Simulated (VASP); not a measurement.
# Al (Fm-3m) in VASP: further runs

Runs on Al. Level: LDA. Tasks: single point.

Everything below comes from runs of VASP 6.6.1. Logs are shortened: lines on timing, memory, paths and dates and some standing lists are left out, and cuts for length are marked.

### 1 The cell of the first run

Symmetry: Fm-3m, No. 225, cubic system. The conventional cell has a = 3.503 Å, b = 3.503 Å, c = 3.503 Å, α = 90.00°, β = 90.00°, γ = 90.00°. Within 3.3 Å of Al (site symmetry m-3m) lie 12 Al at 2.48 Å.

### 2 Single point, LDA (volume scaled by 0.68)

File INCAR:

```
ALGO = Normal
EDIFF = 1E-7
ENCUT = 520
ISIF = 2
ISMEAR = -1
LASPH = True
LCHARG = False
LREAL = False
LWAVE = False
NBANDS = 8
NELM = 80
PREC = Accurate
SIGMA = 0.08
```

File KPOINTS:

```
k-points
0
Gamma
  16 16 16
```

File POSCAR:

```
Al
1.0
    0.0000000000      1.7513361225      1.7513361225
    1.7513361225      0.0000000000      1.7513361225
    1.7513361225      1.7513361225      0.0000000000
Al
1
Direct
    0.0000000000      0.0000000000      0.0000000000
```

Potentials or basis: VASP PAW LDA potentials, release 64 (Al).

Started as:

```bash
cat potpaw_LDA.64/Al/POTCAR > POTCAR
mpirun -np 1 vasp_std > vasp.out
```

OUTCAR:

```text
EDIFF = 1E-7
   ENCUT = 520
   ISIF = 2
   ISMEAR = -1
   LASPH = True
   LREAL = False
   NELM = 80
   PREC = Accurate

 ion  position               nearest neighbor table
   1  0.000  0.000  0.000-

  LATTYP: Found a face centered cubic cell.
 ALAT       =     3.5026722450

  Lattice vectors:

 A1 = (   0.0000000000,   1.7513361225,   1.7513361225)
 A2 = (   1.7513361225,   0.0000000000,   1.7513361225)
 A3 = (   1.7513361225,   1.7513361225,   0.0000000000)

Analysis of symmetry for initial positions (statically):
=====================================================================
 Subroutine PRICEL returns:
 Original cell was already a primitive cell.

 Routine SETGRP: Setting up the symmetry group for a
 face centered cubic supercell.

 Subroutine GETGRP returns: Found 48 space group operations
 (whereof 48 operations were pure point group operations)
 out of a pool of 48 trial point group operations.

The static configuration has the point symmetry O_h .

Analysis of symmetry for dynamics (positions and initial velocities):
=====================================================================
 Subroutine PRICEL returns:
 Original cell was already a primitive cell.

 Routine SETGRP: Setting up the symmetry group for a
 face centered cubic supercell.

 Subroutine GETGRP returns: Found 48 space group operations
 (whereof 48 operations were pure point group operations)
 out of a pool of 48 trial point group operations.

The dynamic configuration has the point symmetry O_h .

 Subroutine INISYM returns: Found 48 space group operations
 (whereof 48 operations are pure point group operations),
 and found     1 'primitive' translations

----------------------------------------------------------------------------------------

                                     Primitive cell

  volume of cell :      10.7433

  direct lattice vectors                    reciprocal lattice vectors
     0.000000000  1.751336122  1.751336122    -0.285496310  0.285496310  0.285496310
     1.751336122  0.000000000  1.751336122     0.285496310 -0.285496310  0.285496310
     1.751336122  1.751336122  0.000000000     0.285496310  0.285496310 -0.285496310

  length of vectors
     2.476763297  2.476763297  2.476763297     0.494494114  0.494494114  0.494494114

  position of ions in fractional coordinates (direct lattice)
     0.000000000  0.000000000  0.000000000

  ion indices of the primitive-cell ions
   primitive index   ion index
                 1           1

----------------------------------------------------------------------------------------

 KPOINTS: k-points

Automatic generation of k-mesh.
 Grid dimensions read from file:
 generate k-points for:   16   16   16

 Generating k-lattice:

  Cartesian coordinates                     Fractional coordinates (reciprocal lattice)
    -0.017843519  0.017843519  0.017843519     0.062500000  0.000000000  0.000000000
     0.017843519 -0.017843519  0.017843519     0.000000000  0.062500000  0.000000000
     0.017843519  0.017843519 -0.017843519     0.000000000  0.000000000  0.062500000

  Length of vectors
     0.030905882  0.030905882  0.030905882

  Shift w.r.t. Gamma in fractional coordinates (k-lattice)
     0.000000000  0.000000000  0.000000000

 Subroutine IBZKPT returns following result:
 ===========================================

 Found    145 irreducible k-points:

 Following reciprocal coordinates:
            Coordinates               Weight
  0.000000  0.000000  0.000000      1.000000
  0.062500  0.000000  0.000000      8.000000
  0.125000  0.000000  0.000000      8.000000
  0.187500  0.000000  0.000000      8.000000
  0.250000  0.000000  0.000000      8.000000
  0.312500  0.000000  0.000000      8.000000
[... 16 lines left out ...]
 -0.125000  0.062500  0.000000     24.000000
 -0.062500  0.062500  0.000000     12.000000
 [... further k-points ...]
   k-points           NKPTS =    145   k-points in BZ     NKDIM =    145   number of bands    NBANDS=      8
   number of dos      NEDOS =    301   number of ions     NIONS =      1
   total plane-waves  NPLWV =   5832
   dimension x,y,z NGX =    18 NGY =   18 NGZ =   18
   dimension x,y,z NGXF=    36 NGYF=   36 NGZF=   36
   ions per type =               1
   NGX,Y,Z   is equivalent  to a cutoff of  12.08, 12.08, 12.08 a.u.
   NGXF,Y,Z  is equivalent  to a cutoff of  24.16, 24.16, 24.16 a.u.
 SYSTEM =  unknown system
   PREC   = accura    normal or accurate (medium, high low for compatibility)
   ISTART =      0    job   : 0-new  1-cont  2-samecut
   ICHARG =      2    charge: 1-file 2-atom 10-const
   ISPIN  =      1    spin polarized calculation?
   LNONCOLLINEAR =      F non collinear calculations
   LSORBIT =      F    spin-orbit coupling
   LASPH  =      T    aspherical Exc in radial PAW
   ENCUT  =  520.0 eV  38.22 Ry    6.18 a.u.   4.61  4.61  4.61*2*pi/ulx,y,z
   NELM   =     80;   NELMIN=  2; NELMDL= -5     # of ELM steps
   EDIFF  = 0.1E-06   stopping-criterion for ELM
   LREAL  =      F    real-space projection
   EDIFFG = 0.1E-05   stopping-criterion for IOM
   NSW    =      0    number of steps for IOM
   IBRION =     -1    ionic relax: 0-MD 1-quasi-New 2-CG
   NFREE  =      0    steps in history (QN), initial steepest desc. (CG)
   ISIF   =      2    stress and relaxation
   ISYM   =      2    0-nonsym 1-usesym 2-fastsym
   POTIM  = 0.5000    time-step for ionic-motion
   TEBEG  =    0.0;   TEEND  =   0.0 temperature during run
   PSTRESS=    0.0 pullay stress
   NELECT =       3.0000    total number of electrons
   NUPDOWN=      -1.0000    fix difference up-down
   EMIN   =  10.00;   EMAX   =-10.00  energy-range for DOS
   EFERMI =   0.00;   METHOD = LEGACY
   ISMEAR =    -1;   SIGMA  =   0.08  broadening in eV -4-tet -1-fermi 0-gaus
   EFERMI_NEDOS =   21; number of points for ismear=-14 and -15
   IALGO  =     38    algorithm
   IMIX   =      4    mixing-type and parameters
     AMIX     =   0.40;   BMIX     =  1.00
     AMIX_MAG =   1.60;   BMIX_MAG =  1.00
  volume/ion in A,a.u.               =      10.74        72.50
  Fermi-wavevector in a.u.,A,eV,Ry     =   1.070046  2.022094 15.578647  1.144998
  Thomas-Fermi vector in A             =   2.205744
   LORBIT       =      0    0 simple, 1 ext, 2 COOP (PROOUT), +10 PAW based schemes
   GGA     = CA    functional components
   LHFCALC =     F    Hartree Fock is set to
   AEXX    =    0.0000 exact exchange contribution
   IVDW    =     0    specifies the selected vdW correction
   LEPSILON=     F    determine dielectric tensor
   LRPA    =     F    only Hartree local field effects (RPA)
 non-spin polarized calculation
  energy-cutoff  :      520.00
  volume of cell :       10.74
 maximum number of plane-waves:       303
   NGX =  9   NGY =  9   NGZ =  9

 number of electron       3.0000000 magnetization

 Free energy of the ion-electron system (eV)
  ---------------------------------------------------
  ext. energy  EPLUGINS =         0.00000000
  ---------------------------------------------------
  free energy    TOTEN  =        -3.33825146 eV

  energy without entropy =       -3.33219135  energy(sigma->0) =       -3.33522140

 E-fermi :  13.0042     XC(G=0): -12.0348

 val. band max:       12.9957013834   @ k =  -0.4375   0.3750   0.0625
 cond. band min:      13.0901263580   @ k =   0.4375   0.4375   0.0000
 fundamental gap:      0.0944249746
 Fermi energy:        13.0042447267

 k-point     1 :       0.0000    0.0000    0.0000
  band No.  band energies     occupation
      1      -1.3175      2.00000
      2      28.2207      0.00000
      3      28.2207      0.00000
      4      28.2207      0.00000
      5      33.1449      0.00000
      6      33.4797      0.00000
      7      33.4797      0.00000
      8      33.4797      0.00000

 k-point     2 :       0.0625    0.0000    0.0000
  band No.  band energies     occupation
      1      -1.1771      2.00000
      2      26.4418      0.00000
      3      28.0767      0.00000
      4      28.0767      0.00000
      5      33.1591      0.00000
      6      33.8086      0.00000
      7      33.8086      0.00000
      8      35.0960      0.00000

 k-point     3 :       0.1250    0.0000    0.0000
  band No.  band energies     occupation
      1      -0.7573      2.00000
      2      23.4332      0.00000
      3      27.7403      0.00000
      4      27.7403      0.00000
      5      32.7057      0.00000
      6      34.5353      0.00000
      7      34.5353      0.00000
      8      35.6746      0.00000

 k-point     4 :       0.1875    0.0000    0.0000
  band No.  band energies     occupation
      1      -0.0621      2.00000
      2      20.3496      0.00000
      3      27.3664      0.00000
      4      27.3664      0.00000
      5      32.1804      0.00000
      6      33.7784      0.00000
      7      33.7784      0.00000
      8      36.3481      0.00000

 k-point     5 :       0.2500    0.0000    0.0000
  band No.  band energies     occupation
      1       0.9018      2.00000
      2      17.3808      0.00000
      3      27.0481      0.00000
      4      27.0481      0.00000
      5      31.7430      0.00000
      6      32.4842      0.00000
      7      32.4842      0.00000
      8      37.9994      0.00000

 k-point     6 :       0.3125    0.0000    0.0000
  band No.  band energies     occupation
      1       2.1251      2.00000
      2      14.5838      0.00000
      3      26.8226      0.00000
      4      26.8226      0.00000
      5      31.3673      0.00000
      6      31.3673      0.00000
      7      31.4701      0.00000
      8      36.9039      0.00000

 k-point     7 :       0.3750    0.0000    0.0000
  band No.  band energies     occupation
      1       3.5938      2.00000
      2      11.9878      1.99999
      3      26.6927      0.00000
      4      26.6927      0.00000
      5      30.5119      0.00000
      6      30.5119      0.00000
      7      31.3718      0.00000
      8      35.8571      0.00000

 k-point     8 :       0.4375    0.0000    0.0000
  band No.  band energies     occupation
      1       5.2746      2.00000
      2       9.6303      2.00000
      3      26.6380      0.00000
      4      26.6380      0.00000
      5      29.9682      0.00000
      6      29.9682      0.00000
      7      31.3942      0.00000
      8      35.1155      0.00000

 k-point     9 :       0.5000    0.0000    0.0000
  band No.  band energies     occupation
      1       6.6862      2.00000
      2       7.9933      2.00000
      3      26.6255      0.00000
      4      26.6255      0.00000
      5      29.7801      0.00000
      6      29.7801      0.00000
      7      31.4257      0.00000
      8      34.8395      0.00000

 k-point    10 :       0.0625    0.0625    0.0000
  band No.  band energies     occupation
      1      -1.1304      2.00000
      2      26.9573      0.00000
      3      27.4122      0.00000
      4      27.4122      0.00000
      5      32.7563      0.00000
      6      34.5972      0.00000
      7      34.5972      0.00000
      8      34.7856      0.00000
[... 78 lines left out ...]
 k-point    18 :      -0.4375    0.0625    0.0000
  band No.  band energies     occupation
      1       5.9711      2.00000
      2       9.0334      2.00000
      3      24.7148      0.00000
      4      26.4016      0.00000
      5      29.6768      0.00000
      6      30.2801      0.00000
      7      32.8587      0.00000
      8      35.9576      0.00000

 k-point    19 :      -0.3750    0.0625    0.0000
  band No.  band energies     occupation
      1       4.2506      2.00000
      2      11.2774      2.00000
      3      24.5144      0.00000
      4      27.0168      0.00000
      5      30.0967      0.00000
      6      30.3915      0.00000
      7      32.7271      0.00000
      8      36.6196      0.00000

 k-point    20 :      -0.3125    0.0625    0.0000
  band No.  band energies     occupation
      1       2.7075      2.00000
      2      13.7913      0.00011
      3      24.4953      0.00000
      4      27.6926      0.00000
      5      30.2289      0.00000
      6      31.2954      0.00000
      7      32.7550      0.00000
      8      37.5607      0.00000

 k-point    21 :      -0.2500    0.0625    0.0000
  band No.  band energies     occupation
      1       1.4024      2.00000
      2      16.5081      0.00000
      3      24.6663      0.00000
      4      28.2733      0.00000
      5      30.7926      0.00000
      6      32.2348      0.00000
      7      33.1165      0.00000
      8      37.3165      0.00000

 k-point    22 :      -0.1875    0.0625    0.0000
  band No.  band energies     occupation
      1       0.3523      2.00000
      2      19.3893      0.00000
      3      25.0325      0.00000
      4      28.6446      0.00000
      5      31.8011      0.00000
      6      32.8972      0.00000
      7      34.0486      0.00000
      8      35.7293      0.00000

 k-point    23 :      -0.1250    0.0625    0.0000
  band No.  band energies     occupation
      1      -0.4322      2.00000
      2      22.3491      0.00000
      3      25.6137      0.00000
      4      28.7768      0.00000
      5      32.9601      0.00000
      6      33.4101      0.00000
      7      34.8263      0.00000
      8      34.9704      0.00000

 k-point    24 :      -0.0625    0.0625    0.0000
  band No.  band energies     occupation
      1      -0.9437      2.00000
      2      25.0184      0.00000
      3      26.5908      0.00000
      4      28.5888      0.00000
      5      33.4462      0.00000
      6      33.6409      0.00000
      7      34.2921      0.00000
      8      35.4408      0.00000

 [... further k-points ...]
[... 5 lines left out ...]
  --------------------------------------------------------------------------------------
  -------------------------------------------------------------------------------------
  Total        5.1182274      5.1182274      5.1182274     -0.0000000      0.0000000      0.0000000
  in kB      763.2936448    763.2936448    763.2936448     -0.0000000      0.0000000      0.0000000
  external PRESSURE =     763.2936448 kB  Pullay stress =       0.0000000 kB

 VOLUME and BASIS-vectors are now :
 -----------------------------------------------------------------------------
  energy-cutoff  :      520.00
  volume of cell :       10.74
      direct lattice vectors                 reciprocal lattice vectors
     0.000000000  1.751336122  1.751336122    -0.285496310  0.285496310  0.285496310
     1.751336122  0.000000000  1.751336122     0.285496310 -0.285496310  0.285496310
     1.751336122  1.751336122  0.000000000     0.285496310  0.285496310 -0.285496310

 POSITION                                       TOTAL-FORCE (eV/Angst)
 -----------------------------------------------------------------------------------
      0.00000      0.00000      0.00000         0.000000      0.000000     -0.000000
 -----------------------------------------------------------------------------------
    total drift:                                0.000000     -0.000000     -0.000000

  FREE ENERGIE OF THE ION-ELECTRON SYSTEM (eV)
  ---------------------------------------------------
  free  energy   TOTEN  =        -3.3382514637 eV

  energy  without entropy=       -3.3321913460  energy(sigma->0) =       -3.33522140
```

Wall time 3.8 s (1 thread of Intel Xeon 6975P-C (Granite Rapids), shared host); peak memory 0.11 GiB.

What came out:

```yaml
Free_energy: -3.3383 eV
Pressure: 76.3 GPa
```

### 3 Single point, LDA (volume scaled by 0.78)

File INCAR:

```
SYSTEM = Al
ALGO = Normal
EDIFF = 1E-6
ENCUT = 520
GGA = CA
ISIF = 2
ISMEAR = -1
LASPH = .True.
LCHARG = .False.
LREAL = .False.
LWAVE = .False.
NBANDS = 8
NELM = 80
PREC = Accurate
SIGMA = 0.08
```

File KPOINTS:

```
k-points
0
Gamma
  16 16 16
  0 0 0
```

File POSCAR:

```
Al
1.0
    0.0000000000      1.8332909816      1.8332909816
    1.8332909816      0.0000000000      1.8332909816
    1.8332909816      1.8332909816      0.0000000000
Al
1
Direct
    0.0000000000      0.0000000000      0.0000000000
```

Potentials or basis: VASP PAW LDA potentials, release 64 (Al).

Started as:

```bash
cat potpaw_LDA.64/Al/POTCAR > POTCAR
mpirun -np 1 vasp_std > vasp.out
```

Run time: 4.1 s. Hardware: 1 thread of Intel Xeon 6975P-C (Granite Rapids), shared host; peak memory 0.11 GiB.

Results (log left out):

```yaml
Free_energy: -3.8780 eV
Pressure: 36.9 GPa
```

Levels at points of the mesh, in eV from the Fermi level:
```tsv
k point	band 1	band 2	band 3	band 4
(0.00, 0.00, 0.00)	-13.27	14.26	14.26	14.26
(0.50, 0.00, 0.00)	-5.78	-4.84	12.83	12.83
(0.50, 0.50, 0.00)	-3.61	-1.82	5.29	7.08
```

### 4 Single point, LDA (volume scaled by 0.88)

File INCAR:

```
PREC = Accurate ; ENCUT = 520
EDIFF = 1E-6 ; ISMEAR = -1
SIGMA = 0.08 ; LREAL = False
LASPH = True ; NELM = 80
ALGO = Normal ; ISIF = 2
LWAVE = False ; LCHARG = False
GGA = CA ; NBANDS = 8
```

File KPOINTS:

```
Automatic mesh
0
Gamma
  16 16 16
```

File POSCAR:

```
Al
1.0
    0.0000000000      1.9085084708      1.9085084708
    1.9085084708      0.0000000000      1.9085084708
    1.9085084708      1.9085084708      0.0000000000
Al
1
Direct
    0.0000000000      0.0000000000      0.0000000000
```

Started as:

```bash
cat potpaw_LDA.64/Al/POTCAR > POTCAR
mpirun -np 1 vasp_std > vasp.out
```

Run time: 4 s. Hardware: 1 thread of Intel Xeon 6975P-C (Granite Rapids), shared host; peak memory 0.11 GiB.

Results (log left out):

| Property | Result |
| --- | --- |
| Free energy | -4.1223 eV |
| Pressure | 14.7 GPa |

Levels at points of the mesh, in eV from the Fermi level:
| k point | band 1 | band 2 | band 3 | band 4 |
| --- | --- | --- | --- | --- |
| (0.00, 0.00, 0.00) | -12.36 | 13.51 | 13.51 | 13.51 |
| (0.50, 0.00, 0.00) | -5.28 | -4.67 | 12.21 | 12.21 |
| (0.50, 0.50, 0.00) | -3.34 | -1.72 | 5.28 | 6.37 |

### 5 Single point, LDA (volume scaled by 0.88)

File INCAR:

```
SYSTEM = Al
  ALGO = Normal
  EDIFF = 1E-6
  ENCUT = 520
  GGA = CA
  ISIF = 2
  ISMEAR = -1
  LASPH = .True.
  LCHARG = .False.
  LREAL = .False.
  LWAVE = .False.
  NBANDS = 8
  NELM = 60
  PREC = Accurate
  SIGMA = 0.08
```

File KPOINTS:

```
k-points
0
Gamma
  16 16 16
  0 0 0
```

POSCAR is that of step 4.

Started as:

```bash
cat potpaw_LDA.64/Al/POTCAR > POTCAR
mpirun -np 1 vasp_std > vasp.out
```

Wall time 4.6 s (1 thread of Intel Xeon 6975P-C (Granite Rapids), shared host); peak memory 0.12 GiB.

Results (log left out):

```yaml
Free_energy: -4.1223 eV
Pressure: 14.7 GPa
```

Levels at points of the mesh, in eV from the Fermi level:
```tsv
k point	band 1	band 2	band 3	band 4	band 5	band 6
(0.00, 0.00, 0.00)	-12.36	13.51	13.51	13.51	16.25	16.25
(0.50, 0.00, 0.00)	-5.28	-4.67	12.21	12.21	13.16	13.16
(0.50, 0.50, 0.00)	-3.34	-1.72	5.28	6.37	6.37	10.72
```

### 6 Overview

```tsv
cell	gap on the mesh (eV)	pressure (GPa)
a = 2.477 Å, angles 60.0°, 1 atom	none	76.3
a = 2.593 Å, angles 60.0°, 1 atom	none	36.9
a = 2.699 Å, angles 60.0°, 1 atom	none	14.7
```

Alike in all rows: task single point; level LDA; potentials or basis VASP PAW LDA potentials, release 64 (Al); no spin polarisation; k mesh 16 × 16 × 16; cutoff (eV) 520; smearing fermi-dirac 0.08 eV.

Total energies depend on the potentials used, so only differences within one code and one set of settings carry meaning.
